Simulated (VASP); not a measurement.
# CsMgBiO3: single point with PBE

CsMgBiO3:

```
CELL_PARAMETERS angstrom
3.29513 1.90244 3.79701
-3.29513 1.90244 3.79701
0.00000 -3.80489 3.79701
ATOMIC_POSITIONS crystal
Bi 0.56970 0.56970 0.56970
Cs 0.91460 0.91460 0.91460
Mg 0.30607 0.30607 0.30607
O 0.98136 0.48904 0.48904
O 0.48904 0.48904 0.98136
O 0.48904 0.98136 0.48904
```

```
Program                : VASP 6.6.1
Task                   : single point
Functional             : PBE
Potentials or basis    : VASP PAW PBE potentials, release 64 (Bi_d, Cs_sv, Mg, O)
Cutoff                 : 520 eV
k mesh                 : 5 × 5 × 5
Occupations            : fermi-dirac, width 0.05 eV
Spin                   : no spin polarisation
Dipole correction      : no
Further INCAR settings : ALGO = Normal; EDIFF = 1e-07; NBANDS = 31
```

The pressure is -1.2 GPa. The largest force is 0.089 eV/Å and the band gap on the k mesh is 2.55 eV.

Forces in eV/Å, atoms in the order of the input:
```
Bi   0.000  0.000 -0.089
Cs   0.000  0.000  0.003
Mg   0.000  0.000  0.019
O    0.048  0.028  0.022
O    0.000 -0.056  0.022
O   -0.048  0.028  0.022
```

Stress tensor (GPa, compression positive):
```
-2.52  0.00  0.00
 0.00 -2.52  0.00
 0.00  0.00  1.44
```

Levels at points of the mesh, in eV from the valence-band top:
```tsv
k point	band 18	band 19	band 20	band 21	band 22	band 23	band 24	band 25	band 26	band 27
(0.00, 0.00, 0.00)	-1.47	-1.37	-1.14	-1.14	-0.75	3.09	4.92	4.92	5.03	5.66
```

Wall time 57 s on 1 thread of Intel(R) Xeon(R) Platinum 8488C (Sapphire Rapids), on a shared host, peak memory 0.29 GiB.

Caveat: spin-orbit coupling is left out, which moves the levels of the heavy elements. A k mesh can miss the band edges.
